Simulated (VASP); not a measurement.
# Pd2Pt (Fm-3m) in VASP: a series of runs

Pd2Pt is run at these levels: PBE; tasks: single point, relaxation of cell and atoms.

All numbers are computed with VASP 6.6.1; they aren't measurements. Logs are shortened: lines on timing, memory, paths and dates and some standing lists are left out, and cuts for length are marked.

## Step 1: The cell of the first run

The structure is cubic, space group Fm-3m (No. 225). The conventional cell has a = 6.065 Å, b = 6.065 Å, c = 6.065 Å, α = 90.00°, β = 90.00°, γ = 90.00°. Pd (site symmetry -43m) has 4 Pt at 2.63 Å and 6 Pd at 3.03 Å within 3.5 Å. Pt (site symmetry m-3m) has 8 Pd at 2.63 Å within 3.5 Å.

## Step 2: Single point, PBE

INCAR

```
SYSTEM = Pd2Pt
ALGO = Fast
EDIFF = 1E-6
ENCUT = 520
GGA = PE
ISIF = 2
ISMEAR = 0
LASPH = .True.
LCHARG = .False.
LREAL = .False.
LWAVE = .False.
NBANDS = 22
NELM = 60
PREC = Accurate
SIGMA = 0.1
```

KPOINTS

```
k-points
0
Gamma
  6 6 6
  0 0 0
```

POSCAR

```
Pd2Pt
1.0
    0.0000000000      3.0325261220      3.0325261220
    3.0325261220      0.0000000000      3.0325261220
    3.0325261220      3.0325261220      0.0000000000
Pd Pt
2 1
Direct
    0.2500000000      0.2500000000      0.2500000000
    0.7500000000      0.7500000000      0.7500000000
    0.0000000000      0.0000000000      0.0000000000
```

Potentials or basis: VASP PAW PBE potentials, release 64 (Pd, Pt).

On the command line:

```sh
$ cat potpaw_PBE.64/Pd/POTCAR potpaw_PBE.64/Pt/POTCAR > POTCAR
$ mpirun -np 1 vasp_std > vasp.out
```

OUTCAR:

```text
SYSTEM = Pd2Pt
   EDIFF = 1E-6
   ENCUT = 520
   GGA = PE
   ISIF = 2
   ISMEAR = 0
   LASPH = .True.
   LREAL = .False.
   NELM = 60
   PREC = Accurate

 ion  position               nearest neighbor table
   1  0.250  0.250  0.250-   3 2.63   3 2.63   3 2.63   3 2.63   2 3.03   2 3.03   2 3.03   2 3.03
                             2 3.03   2 3.03
   2  0.750  0.750  0.750-   3 2.63   3 2.63   3 2.63   3 2.63   1 3.03   1 3.03   1 3.03   1 3.03
                             1 3.03   1 3.03
   3  0.000  0.000  0.000-   2 2.63   2 2.63   2 2.63   1 2.63   2 2.63   1 2.63   1 2.63   1 2.63

  LATTYP: Found a face centered cubic cell.
 ALAT       =     6.0650522440

  Lattice vectors:

 A1 = (   0.0000000000,   3.0325261220,   3.0325261220)
 A2 = (   3.0325261220,   0.0000000000,   3.0325261220)
 A3 = (   3.0325261220,   3.0325261220,   0.0000000000)

Analysis of symmetry for initial positions (statically):
=====================================================================
 Subroutine PRICEL returns:
 Original cell was already a primitive cell.

 Routine SETGRP: Setting up the symmetry group for a
 face centered cubic supercell.

 Subroutine GETGRP returns: Found 48 space group operations
[... 9 lines left out ...]

 Routine SETGRP: Setting up the symmetry group for a
 face centered cubic supercell.

 Subroutine GETGRP returns: Found 48 space group operations
[... 11 lines left out ...]
                                     Primitive cell

  volume of cell :      55.7755

  direct lattice vectors                    reciprocal lattice vectors
     0.000000000  3.032526122  3.032526122    -0.164879041  0.164879041  0.164879041
     3.032526122  0.000000000  3.032526122     0.164879041 -0.164879041  0.164879041
     3.032526122  3.032526122  0.000000000     0.164879041  0.164879041 -0.164879041

  length of vectors
     4.288639570  4.288639570  4.288639570     0.285578877  0.285578877  0.285578877

  position of ions in fractional coordinates (direct lattice)
     0.250000000  0.250000000  0.250000000
     0.750000000  0.750000000  0.750000000
     0.000000000  0.000000000  0.000000000

  ion indices of the primitive-cell ions
   primitive index   ion index
                 1           1
                 2           2
                 3           3

----------------------------------------------------------------------------------------

 KPOINTS: k-points

Automatic generation of k-mesh.
 Grid dimensions read from file:
 generate k-points for:    6    6    6

 Generating k-lattice:

  Cartesian coordinates                     Fractional coordinates (reciprocal lattice)
    -0.027479840  0.027479840  0.027479840     0.166666667  0.000000000  0.000000000
     0.027479840 -0.027479840  0.027479840     0.000000000  0.166666667  0.000000000
     0.027479840  0.027479840 -0.027479840     0.000000000  0.000000000  0.166666667

  Length of vectors
     0.047596479  0.047596479  0.047596479

  Shift w.r.t. Gamma in fractional coordinates (k-lattice)
     0.000000000  0.000000000  0.000000000

 Subroutine IBZKPT returns following result:
 ===========================================

 Found     16 irreducible k-points:

 Following reciprocal coordinates:
            Coordinates               Weight
  0.000000  0.000000  0.000000      1.000000
  0.166667  0.000000  0.000000      8.000000
  0.333333  0.000000  0.000000      8.000000
  0.500000  0.000000  0.000000      4.000000
  0.166667  0.166667  0.000000      6.000000
  0.333333  0.166667  0.000000     24.000000
[... 8 lines left out ...]
 -0.333333  0.333333  0.166667     24.000000
 -0.333333  0.500000  0.166667     12.000000
   k-points           NKPTS =     16   k-points in BZ     NKDIM =     16   number of bands    NBANDS=     22
   number of dos      NEDOS =    301   number of ions     NIONS =      3
   total plane-waves  NPLWV =  32768
   dimension x,y,z NGX =    32 NGY =   32 NGZ =   32
   dimension x,y,z NGXF=    64 NGYF=   64 NGZF=   64
   ions per type =               2   1
   NGX,Y,Z   is equivalent  to a cutoff of  12.40, 12.40, 12.40 a.u.
   NGXF,Y,Z  is equivalent  to a cutoff of  24.81, 24.81, 24.81 a.u.
 SYSTEM =  Pd2Pt
   PREC   = accura    normal or accurate (medium, high low for compatibility)
   ISTART =      0    job   : 0-new  1-cont  2-samecut
   ICHARG =      2    charge: 1-file 2-atom 10-const
   ISPIN  =      1    spin polarized calculation?
   LNONCOLLINEAR =      F non collinear calculations
   LSORBIT =      F    spin-orbit coupling
   LASPH  =      T    aspherical Exc in radial PAW
   ENCUT  =  520.0 eV  38.22 Ry    6.18 a.u.   7.97  7.97  7.97*2*pi/ulx,y,z
   NELM   =     60;   NELMIN=  2; NELMDL= -5     # of ELM steps
   EDIFF  = 0.1E-05   stopping-criterion for ELM
   LREAL  =      F    real-space projection
   EDIFFG = 0.1E-04   stopping-criterion for IOM
   NSW    =      0    number of steps for IOM
   IBRION =     -1    ionic relax: 0-MD 1-quasi-New 2-CG
   NFREE  =      0    steps in history (QN), initial steepest desc. (CG)
   ISIF   =      2    stress and relaxation
   ISYM   =      2    0-nonsym 1-usesym 2-fastsym
   POTIM  = 0.5000    time-step for ionic-motion
   TEBEG  =    0.0;   TEEND  =   0.0 temperature during run
   PSTRESS=    0.0 pullay stress
   NELECT =      30.0000    total number of electrons
   NUPDOWN=      -1.0000    fix difference up-down
   EMIN   =  10.00;   EMAX   =-10.00  energy-range for DOS
   EFERMI =   0.00;   METHOD = LEGACY
   ISMEAR =     0;   SIGMA  =   0.10  broadening in eV -4-tet -1-fermi 0-gaus
   EFERMI_NEDOS =   21; number of points for ismear=-14 and -15
   IALGO  =     68    algorithm
   IMIX   =      4    mixing-type and parameters
     AMIX     =   0.40;   BMIX     =  1.00
     AMIX_MAG =   1.60;   BMIX_MAG =  1.00
  volume/ion in A,a.u.               =      18.59       125.46
  Fermi-wavevector in a.u.,A,eV,Ry     =   1.331376  2.515936 24.117168  1.772562
  Thomas-Fermi vector in A             =   2.460392
   LORBIT       =      0    0 simple, 1 ext, 2 COOP (PROOUT), +10 PAW based schemes
   GGA     = PE    functional components
   LHFCALC =     F    Hartree Fock is set to
   AEXX    =    0.0000 exact exchange contribution
   IVDW    =     0    specifies the selected vdW correction
   LEPSILON=     F    determine dielectric tensor
   LRPA    =     F    only Hartree local field effects (RPA)
 non-spin polarized calculation
 RMM-DIIS sequential band-by-band and
 Gauss-broadening in eV      SIGMA  =   0.10
  energy-cutoff  :      520.00
  volume of cell :       55.78
 maximum number of plane-waves:      1524
   NGX = 15   NGY = 15   NGZ = 15

 number of electron      30.0000002 magnetization

 Free energy of the ion-electron system (eV)
  ---------------------------------------------------
  ext. energy  EPLUGINS =         0.00000000
  ---------------------------------------------------
  free energy    TOTEN  =       -15.33407833 eV

  energy without entropy =      -15.30336601  energy(sigma->0) =      -15.31872217

 E-fermi :   7.0263     XC(G=0): -11.7184

 val. band max:        7.0222488498   @ k =   0.5000   0.0000   0.0000
 cond. band min:       7.0807239041   @ k =  -0.1667   0.1667   0.0000
 fundamental gap:      0.0584750543
 Fermi energy:         7.0262555375

 k-point     1 :       0.0000    0.0000    0.0000
  band No.  band energies     occupation
      1       0.2789      2.00000
      2       2.4092      2.00000
      3       2.4092      2.00000
      4       3.4513      2.00000
      5       3.4513      2.00000
      6       3.4513      2.00000
[... 14 lines left out ...]
     21      17.3558      0.00000
     22      17.5230      0.00000

 k-point     2 :       0.1667    0.0000    0.0000
  band No.  band energies     occupation
      1       0.6462      2.00000
      2       2.5671      2.00000
      3       2.5671      2.00000
      4       3.1047      2.00000
      5       3.2649      2.00000
      6       3.2649      2.00000
[... 14 lines left out ...]
     21      17.6477      0.00000
     22      17.8734      0.00000

 k-point     3 :       0.3333    0.0000    0.0000
  band No.  band energies     occupation
      1       1.5487      2.00000
      2       2.9476      2.00000
      3       2.9712      2.00000
      4       2.9712      2.00000
      5       3.0761      2.00000
      6       3.0761      2.00000
[... 14 lines left out ...]
     21      17.0249      0.00000
     22      17.7060      0.00000

 k-point     4 :       0.5000    0.0000    0.0000
  band No.  band energies     occupation
      1       2.1521      2.00000
      2       2.9741      2.00000
      3       2.9741      2.00000
      4       3.0116      2.00000
      5       3.3174      2.00000
      6       3.3174      2.00000
[... 14 lines left out ...]
     21      16.7283      0.00000
     22      17.5972      0.00000

 k-point     5 :       0.1667    0.1667    0.0000
  band No.  band energies     occupation
      1       0.7658      2.00000
      2       2.5779      2.00000
      3       2.6341      2.00000
      4       3.1557      2.00000
      5       3.1557      2.00000
      6       3.2424      2.00000
[... 217 lines left out ...]
 k-point    14 :       0.5000    0.3333    0.1667
  band No.  band energies     occupation
      1       2.0717      2.00000
      2       2.6666      2.00000
      3       2.7052      2.00000
      4       3.0480      2.00000
      5       3.0904      2.00000
      6       3.4520      2.00000
[... 14 lines left out ...]
     21      17.2566      0.00000
     22      18.4753      0.00000

 k-point    15 :      -0.3333    0.3333    0.1667
  band No.  band energies     occupation
      1       2.4035      2.00000
      2       2.5512      2.00000
      3       2.6596      2.00000
      4       3.0158      2.00000
      5       3.0843      2.00000
      6       3.8715      2.00000
[... 14 lines left out ...]
     21      17.9703      0.00000
     22      20.0358      0.00000

 k-point    16 :      -0.3333    0.5000    0.1667
  band No.  band energies     occupation
      1       2.3754      2.00000
      2       2.3793      2.00000
      3       2.6605      2.00000
      4       3.0961      2.00000
      5       3.1590      2.00000
      6       4.0754      2.00000
[... 14 lines left out ...]
     21      17.0970      0.00000
     22      20.6494      0.00000

------------------------ aborting loop because EDIFF is reached ----------------------------------------

  FORCE on cell =-STRESS in cart. coord.  units (eV):
  Direction    XX          YY          ZZ          XY          YZ          ZX
  --------------------------------------------------------------------------------------
  -------------------------------------------------------------------------------------
  Total       -0.0994318     -0.0994318     -0.0994318      0.0000000      0.0000000     -0.0000000
  in kB       -2.8562233     -2.8562233     -2.8562233      0.0000000      0.0000000     -0.0000000
  external PRESSURE =      -2.8562233 kB  Pullay stress =       0.0000000 kB

 VOLUME and BASIS-vectors are now :
 -----------------------------------------------------------------------------
  energy-cutoff  :      520.00
  volume of cell :       55.78
      direct lattice vectors                 reciprocal lattice vectors
     0.000000000  3.032526122  3.032526122    -0.164879041  0.164879041  0.164879041
     3.032526122  0.000000000  3.032526122     0.164879041 -0.164879041  0.164879041
     3.032526122  3.032526122  0.000000000     0.164879041  0.164879041 -0.164879041

 POSITION                                       TOTAL-FORCE (eV/Angst)
 -----------------------------------------------------------------------------------
      1.51626      1.51626      1.51626         0.000000      0.000000      0.000000
      4.54879      4.54879      4.54879        -0.000000      0.000000     -0.000000
      0.00000      0.00000      0.00000         0.000000     -0.000000     -0.000000
 -----------------------------------------------------------------------------------
    total drift:                                0.000000     -0.000000      0.000000

  FREE ENERGIE OF THE ION-ELECTRON SYSTEM (eV)
  ---------------------------------------------------
  free  energy   TOTEN  =       -15.3340783334 eV

  energy  without entropy=      -15.3033660065  energy(sigma->0) =      -15.31872217
```

Wall time 16 s (1 thread of Intel Xeon 6975P-C (Granite Rapids), shared host); peak memory 0.17 GiB.

Results:

- Free energy: -15.3341 eV
- Pressure: -0.3 GPa
- Band gap on the k mesh: zero (band 15 reaches 7.47 eV, above the bottom of band 16 at 6.58 eV)

Caveat: spin-orbit coupling is left out, which moves the levels of the heavy elements.

(Continued in part 2 of 2.)
